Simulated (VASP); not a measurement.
# RbGeN (Immm) in VASP: notebook

The runs below take RbGeN through single point, with PBE.

Program: VASP 6.6.1. These are calculated values, not measurements. Logs are shortened: lines on timing, memory, paths and dates and some standing lists are left out, and cuts for length are marked.

## Step 1: The cell of the first run

Symmetry: Immm, No. 71, orthorhombic system. Conventional cell: a = 3.824 Å, b = 6.316 Å, c = 7.147 Å, α = 90.00°, β = 90.00°, γ = 90.00°. Rb (site symmetry mmm) has 6 N at 3.16 to 4.05 Å and 6 Ge at 3.57 to 3.69 Å and 2 Rb at 3.82 Å within 4.2 Å. Within 2.5 Å of Ge (site symmetry mmm) lie 2 N at 1.91 Å. N (site symmetry mmm) has 2 Ge at 1.91 Å within 2.5 Å.

The cell was generated, and may not be a known phase.

## Step 2: Single point, PBE

Contents of INCAR:

```
SYSTEM = RbGeN
ALGO = Normal ; EDIFF = 1E-7
ENCUT = 520 ; GGA = PE
ISIF = 2 ; ISMEAR = 0
LASPH = .True. ; LCHARG = .False.
LREAL = .False. ; LWAVE = .False.
NBANDS = 21 ; NELM = 100
PREC = Accurate ; SIGMA = 0.1
```

Contents of KPOINTS:

```
k-points
0
Gamma
  14 14 14
  0 0 0
```

Contents of POSCAR:

```
RbGeN
1.0
   -1.9121072152      3.1579576344      3.5734130738
    1.9121072152     -3.1579576344      3.5734130738
    1.9121072152      3.1579576344     -3.5734130738
Rb Ge N
1 1 1
Direct
    0.0000000000      0.0000000000      0.0000000000
    0.5000000000      0.5000000000      0.0000000000
    0.5000000000      0.0000000000      0.5000000000
```

Potentials or basis: VASP PAW PBE potentials, release 64 (Rb_sv, Ge_d, N).

On the command line:

```bash
$ cat potpaw_PBE.64/Rb_sv/POTCAR potpaw_PBE.64/Ge_d/POTCAR potpaw_PBE.64/N/POTCAR > POTCAR
$ mpirun -np 1 vasp_std > vasp.out
```

OUTCAR:

```text
SYSTEM = RbGeN
   EDIFF = 1E-7
   ENCUT = 520
   GGA = PE
   ISIF = 2
   ISMEAR = 0
   LASPH = .True.
   LREAL = .False.
   NELM = 100
   PREC = Accurate

 ion  position               nearest neighbor table
   1  0.000  0.000  0.000-   3 3.16   3 3.16   2 3.57   2 3.57   2 3.69   2 3.69   2 3.69   2 3.69

   2  0.500  0.500  0.000-   3 1.91   3 1.91   1 3.57   1 3.57   1 3.69   1 3.69   1 3.69   1 3.69

   3  0.500  0.000  0.500-   2 1.91   2 1.91   1 3.16   1 3.16

  LATTYP: Found a body centered orthorhombic cell.
 ALAT       =     3.8242144304
 B/A-ratio  =     1.6515588714
 C/A-ratio  =     1.8688350974

  Lattice vectors:

 A1 = (  -1.9121072152,   3.1579576344,   3.5734130738)
 A2 = (   1.9121072152,  -3.1579576344,   3.5734130738)
 A3 = (   1.9121072152,   3.1579576344,  -3.5734130738)

Analysis of symmetry for initial positions (statically):
=====================================================================
 Subroutine PRICEL returns:
 Original cell was already a primitive cell.

 Routine SETGRP: Setting up the symmetry group for a
 body centered orthorhombic supercell.

 Subroutine GETGRP returns: Found  8 space group operations
 (whereof  8 operations were pure point group operations)
 out of a pool of  8 trial point group operations.

The static configuration has the point symmetry D_2h.

Analysis of symmetry for dynamics (positions and initial velocities):
=====================================================================
 Subroutine PRICEL returns:
 Original cell was already a primitive cell.

 Routine SETGRP: Setting up the symmetry group for a
 body centered orthorhombic supercell.

 Subroutine GETGRP returns: Found  8 space group operations
 (whereof  8 operations were pure point group operations)
 out of a pool of  8 trial point group operations.

The dynamic configuration has the point symmetry D_2h.

 Subroutine INISYM returns: Found  8 space group operations
 (whereof  8 operations are pure point group operations),
 and found     1 'primitive' translations

----------------------------------------------------------------------------------------

                                     Primitive cell

  volume of cell :      86.3101

  direct lattice vectors                    reciprocal lattice vectors
    -1.912107215  3.157957634  3.573413074     0.000000000  0.158330180  0.139922251
     1.912107215 -3.157957634  3.573413074     0.261491613  0.000000000  0.139922251
     1.912107215  3.157957634 -3.573413074     0.261491613  0.158330180  0.000000000

  length of vectors
     5.137911192  5.137911192  5.137911192     0.211297615  0.296573937  0.305689891

  position of ions in fractional coordinates (direct lattice)
     0.000000000  0.000000000  0.000000000
     0.500000000  0.500000000  0.000000000
     0.500000000  0.000000000  0.500000000

  ion indices of the primitive-cell ions
   primitive index   ion index
                 1           1
                 2           2
                 3           3

----------------------------------------------------------------------------------------

 KPOINTS: k-points

Automatic generation of k-mesh.
 Grid dimensions read from file:
 generate k-points for:   14   14   14

 Generating k-lattice:

  Cartesian coordinates                     Fractional coordinates (reciprocal lattice)
     0.000000000  0.011309299  0.009994446     0.071428571 -0.000000000  0.000000000
     0.018677972  0.000000000  0.009994446    -0.000000000  0.071428571  0.000000000
     0.018677972  0.011309299  0.000000000     0.000000000  0.000000000  0.071428571

  Length of vectors
     0.015092687  0.021183853  0.021834992

  Shift w.r.t. Gamma in fractional coordinates (k-lattice)
     0.000000000  0.000000000  0.000000000

 Subroutine IBZKPT returns following result:
 ===========================================

 Found    428 irreducible k-points:

 Following reciprocal coordinates:
            Coordinates               Weight
  0.000000  0.000000  0.000000      1.000000
  0.071429 -0.000000  0.000000      4.000000
  0.142857  0.000000  0.000000      4.000000
  0.214286 -0.000000  0.000000      4.000000
  0.285714  0.000000 -0.000000      4.000000
  0.357143  0.000000  0.000000      4.000000
[... 16 lines left out ...]
  0.000000  0.142857  0.000000      4.000000
  0.071429  0.142857  0.000000      8.000000
 [... further k-points ...]
   k-points           NKPTS =    428   k-points in BZ     NKDIM =    428   number of bands    NBANDS=     21
   number of dos      NEDOS =    301   number of ions     NIONS =      3
   total plane-waves  NPLWV =  64000
   dimension x,y,z NGX =    40 NGY =   40 NGZ =   40
   dimension x,y,z NGXF=    80 NGYF=   80 NGZF=   80
   ions per type =               1   1   1
   NGX,Y,Z   is equivalent  to a cutoff of  12.94, 12.94, 12.94 a.u.
   NGXF,Y,Z  is equivalent  to a cutoff of  25.89, 25.89, 25.89 a.u.
 SYSTEM =  RbGeN
   PREC   = accura    normal or accurate (medium, high low for compatibility)
   ISTART =      0    job   : 0-new  1-cont  2-samecut
   ICHARG =      2    charge: 1-file 2-atom 10-const
   ISPIN  =      1    spin polarized calculation?
   LNONCOLLINEAR =      F non collinear calculations
   LSORBIT =      F    spin-orbit coupling
   LASPH  =      T    aspherical Exc in radial PAW
   ENCUT  =  520.0 eV  38.22 Ry    6.18 a.u.   9.55  9.55  9.55*2*pi/ulx,y,z
   NELM   =    100;   NELMIN=  2; NELMDL= -5     # of ELM steps
   EDIFF  = 0.1E-06   stopping-criterion for ELM
   LREAL  =      F    real-space projection
   EDIFFG = 0.1E-05   stopping-criterion for IOM
   NSW    =      0    number of steps for IOM
   IBRION =     -1    ionic relax: 0-MD 1-quasi-New 2-CG
   NFREE  =      0    steps in history (QN), initial steepest desc. (CG)
   ISIF   =      2    stress and relaxation
   ISYM   =      2    0-nonsym 1-usesym 2-fastsym
   POTIM  = 0.5000    time-step for ionic-motion
   TEBEG  =    0.0;   TEEND  =   0.0 temperature during run
   PSTRESS=    0.0 pullay stress
   NELECT =      28.0000    total number of electrons
   NUPDOWN=      -1.0000    fix difference up-down
   EMIN   =  10.00;   EMAX   =-10.00  energy-range for DOS
   EFERMI =   0.00;   METHOD = LEGACY
   ISMEAR =     0;   SIGMA  =   0.10  broadening in eV -4-tet -1-fermi 0-gaus
   EFERMI_NEDOS =   21; number of points for ismear=-14 and -15
   IALGO  =     38    algorithm
   IMIX   =      4    mixing-type and parameters
     AMIX     =   0.40;   BMIX     =  1.00
     AMIX_MAG =   1.60;   BMIX_MAG =  1.00
  volume/ion in A,a.u.               =      28.77       194.15
  Fermi-wavevector in a.u.,A,eV,Ry     =   1.124882  2.125719 17.216258  1.265359
  Thomas-Fermi vector in A             =   2.261556
   LORBIT       =      0    0 simple, 1 ext, 2 COOP (PROOUT), +10 PAW based schemes
   GGA     = PE    functional components
   LHFCALC =     F    Hartree Fock is set to
   AEXX    =    0.0000 exact exchange contribution
   IVDW    =     0    specifies the selected vdW correction
   LEPSILON=     F    determine dielectric tensor
   LRPA    =     F    only Hartree local field effects (RPA)
 non-spin polarized calculation
 Gauss-broadening in eV      SIGMA  =   0.10
  energy-cutoff  :      520.00
  volume of cell :       86.31
 maximum number of plane-waves:      2349
 NGX is ok and might be reduce to    40
   NGX = 19   NGY = 19   NGZ = 19

 number of electron      27.9999993 magnetization

 Free energy of the ion-electron system (eV)
  ---------------------------------------------------
  ext. energy  EPLUGINS =         0.00000000
  ---------------------------------------------------
  free energy    TOTEN  =       -12.30953080 eV

  energy without entropy =      -12.30084406  energy(sigma->0) =      -12.30518743

 E-fermi :   2.0205     XC(G=0):  -7.9602

 val. band max:        2.0202942213   @ k =   0.3571   0.5000   0.0000
 cond. band min:       2.0230803734   @ k =   0.4286   0.3571   0.0714
 fundamental gap:      0.0027861521
 Fermi energy:         2.0205429593

 k-point     1 :       0.0000    0.0000    0.0000
  band No.  band energies     occupation
      1     -25.9557      2.00000
      2     -22.7554      2.00000
      3     -22.6913      2.00000
      4     -22.6885      2.00000
      5     -22.6192      2.00000
      6     -22.5876      2.00000
[... 13 lines left out ...]
     20       7.7789      0.00000
     21       8.3025      0.00000

 k-point     2 :       0.0714   -0.0000    0.0000
  band No.  band energies     occupation
      1     -25.9556      2.00000
      2     -22.7554      2.00000
      3     -22.6913      2.00000
      4     -22.6886      2.00000
      5     -22.6192      2.00000
      6     -22.5876      2.00000
[... 13 lines left out ...]
     20       7.8169      0.00000
     21       8.3312      0.00000

 k-point     3 :       0.1429    0.0000    0.0000
  band No.  band energies     occupation
      1     -25.9552      2.00000
      2     -22.7554      2.00000
      3     -22.6913      2.00000
      4     -22.6886      2.00000
      5     -22.6192      2.00000
      6     -22.5876      2.00000
[... 13 lines left out ...]
     20       7.9307      0.00000
     21       8.3907      0.00000
[... 457 lines left out ...]
 k-point    23 :       0.0000    0.1429    0.0000
  band No.  band energies     occupation
      1     -25.9468      2.00000
      2     -22.7466      2.00000
      3     -22.6912      2.00000
      4     -22.6874      2.00000
      5     -22.6205      2.00000
      6     -22.5890      2.00000
[... 13 lines left out ...]
     20       7.6800      0.00000
     21       7.9945      0.00000

 k-point    24 :       0.0714    0.1429    0.0000
  band No.  band energies     occupation
      1     -25.9464      2.00000
      2     -22.7466      2.00000
      3     -22.6912      2.00000
      4     -22.6875      2.00000
      5     -22.6205      2.00000
      6     -22.5890      2.00000
[... 13 lines left out ...]
     20       7.7459      0.00000
     21       8.0769      0.00000

 [... further k-points ...]

------------------------ aborting loop because EDIFF is reached ----------------------------------------

  FORCE on cell =-STRESS in cart. coord.  units (eV):
  Direction    XX          YY          ZZ          XY          YZ          ZX
  --------------------------------------------------------------------------------------
  -------------------------------------------------------------------------------------
  Total       -0.0176495      0.0093968     -0.0219235      0.0000000      0.0000000      0.0000000
  in kB       -0.3276277      0.1744335     -0.4069669      0.0000000      0.0000000      0.0000000
  external PRESSURE =      -0.1867204 kB  Pullay stress =       0.0000000 kB

 VOLUME and BASIS-vectors are now :
 -----------------------------------------------------------------------------
  energy-cutoff  :      520.00
  volume of cell :       86.31
      direct lattice vectors                 reciprocal lattice vectors
    -1.912107215  3.157957634  3.573413074     0.000000000  0.158330180  0.139922251
     1.912107215 -3.157957634  3.573413074     0.261491613  0.000000000  0.139922251
     1.912107215  3.157957634 -3.573413074     0.261491613  0.158330180  0.000000000

 POSITION                                       TOTAL-FORCE (eV/Angst)
 -----------------------------------------------------------------------------------
      0.00000      0.00000      0.00000         0.000000      0.000000      0.000000
      0.00000      0.00000      3.57341        -0.000000     -0.000000      0.000000
      0.00000      3.15796      0.00000         0.000000      0.000000     -0.000000
 -----------------------------------------------------------------------------------
    total drift:                               -0.000000     -0.000000      0.000000

  FREE ENERGIE OF THE ION-ELECTRON SYSTEM (eV)
  ---------------------------------------------------
  free  energy   TOTEN  =       -12.3095308029 eV

  energy  without entropy=      -12.3008440595  energy(sigma->0) =      -12.30518743
```

Run time: 6.6 min. Hardware: 1 thread of Intel Xeon 6975P-C (Granite Rapids), shared host; peak memory 0.86 GiB.

What came out:

```
Free energy            : -12.3095 eV
Pressure               : 0.0 GPa
Band gap on the k mesh : zero (bands 14 and 15 overlap by 0.87 eV)
```

## Step 3: Single point, PBE

Contents of INCAR:

```
PREC     = Accurate       # precision mode
ENCUT    = 520            # plane-wave cutoff, eV
EDIFF    = 1E-6           # SCF threshold, eV
ISMEAR   = 0              # smearing method
SIGMA    = 0.1            # smearing width, eV
LREAL    = F              # projectors in reciprocal space
LASPH    = T              # aspherical terms in the spheres
NELM     = 100            # most SCF steps
ALGO     = Normal         # electronic algorithm
ISIF     = 2              # what is computed and relaxed
LWAVE    = F              # write WAVECAR
LCHARG   = F              # write CHGCAR
GGA      = PE             # functional
NBANDS   = 21             # bands
```

Contents of KPOINTS:

```
regular mesh
0
Gamma
  14 14 14
```

POSCAR is that of step 2.

Potentials or basis: VASP PAW PBE potentials, release 64 (Rb_sv, Ge_d, N).

On the command line:

```bash
$ cat potpaw_PBE.64/Rb_sv/POTCAR potpaw_PBE.64/Ge_d/POTCAR potpaw_PBE.64/N/POTCAR > POTCAR
$ mpirun -np 1 vasp_std > vasp.out
```

OUTCAR:

```text
PREC = Accurate
   ENCUT = 520
   EDIFF = 1E-6
   ISMEAR = 0
   LREAL = F
   LASPH = T
   NELM = 100
   ISIF = 2
   GGA = PE

 ion  position               nearest neighbor table
   1  0.000  0.000  0.000-   3 3.16   3 3.16   2 3.57   2 3.57   2 3.69   2 3.69   2 3.69   2 3.69

   2  0.500  0.500  0.000-   3 1.91   3 1.91   1 3.57   1 3.57   1 3.69   1 3.69   1 3.69   1 3.69

   3  0.500  0.000  0.500-   2 1.91   2 1.91   1 3.16   1 3.16

[... 774 lines left out ...]

  FORCE on cell =-STRESS in cart. coord.  units (eV):
  Direction    XX          YY          ZZ          XY          YZ          ZX
  --------------------------------------------------------------------------------------
  -------------------------------------------------------------------------------------
  Total       -0.0158204      0.0111038     -0.0204043      0.0000000      0.0000000      0.0000000
  in kB       -0.2936742      0.2061209     -0.3787649      0.0000000      0.0000000      0.0000000
  external PRESSURE =      -0.1554394 kB  Pullay stress =       0.0000000 kB

 VOLUME and BASIS-vectors are now :
 -----------------------------------------------------------------------------
  energy-cutoff  :      520.00
  volume of cell :       86.31
      direct lattice vectors                 reciprocal lattice vectors
    -1.912107215  3.157957634  3.573413074     0.000000000  0.158330180  0.139922251
     1.912107215 -3.157957634  3.573413074     0.261491613  0.000000000  0.139922251
     1.912107215  3.157957634 -3.573413074     0.261491613  0.158330180  0.000000000

 POSITION                                       TOTAL-FORCE (eV/Angst)
 -----------------------------------------------------------------------------------
      0.00000      0.00000      0.00000         0.000000     -0.000000      0.000000
      0.00000      0.00000      3.57341        -0.000000      0.000000     -0.000000
      0.00000      3.15796      0.00000         0.000000     -0.000000      0.000000
 -----------------------------------------------------------------------------------
    total drift:                               -0.000000     -0.000000      0.000000

  FREE ENERGIE OF THE ION-ELECTRON SYSTEM (eV)
  ---------------------------------------------------
  free  energy   TOTEN  =       -12.3095306222 eV

  energy  without entropy=      -12.3008440870  energy(sigma->0) =      -12.30518735
```

It took 5.2 min on 1 thread of Intel Xeon 6975P-C (Granite Rapids), shared host; peak memory 0.87 GiB.

Results:

```
Free energy            : -12.3095 eV
Pressure               : 0.0 GPa
Band gap on the k mesh : zero (bands 14 and 15 overlap by 0.87 eV)
```

Levels at points of the mesh, in eV from the Fermi level:
| k point | band 11 | band 12 | band 13 | band 14 | band 15 | band 16 | band 17 | band 18 |
| --- | --- | --- | --- | --- | --- | --- | --- | --- |
| (0.00, 0.00, 0.00) | -5.72 | -4.49 | -3.25 | -3.17 | 1.62 | 2.33 | 2.73 | 3.06 |
| (0.50, 0.00, 0.00) | -5.74 | -4.17 | -4.12 | -3.45 | 1.21 | 2.24 | 3.76 | 4.54 |
| (0.00, 0.50, 0.00) | -9.51 | -2.21 | -2.07 | -0.71 | -0.55 | 1.80 | 3.53 | 5.70 |
| (0.50, 0.50, 0.00) | -9.65 | -2.46 | -2.30 | -0.16 | 0.12 | 1.37 | 3.52 | 4.61 |
| (0.50, 0.50, 0.50) | -5.73 | -4.22 | -3.69 | -3.47 | 2.00 | 2.24 | 2.37 | 5.73 |
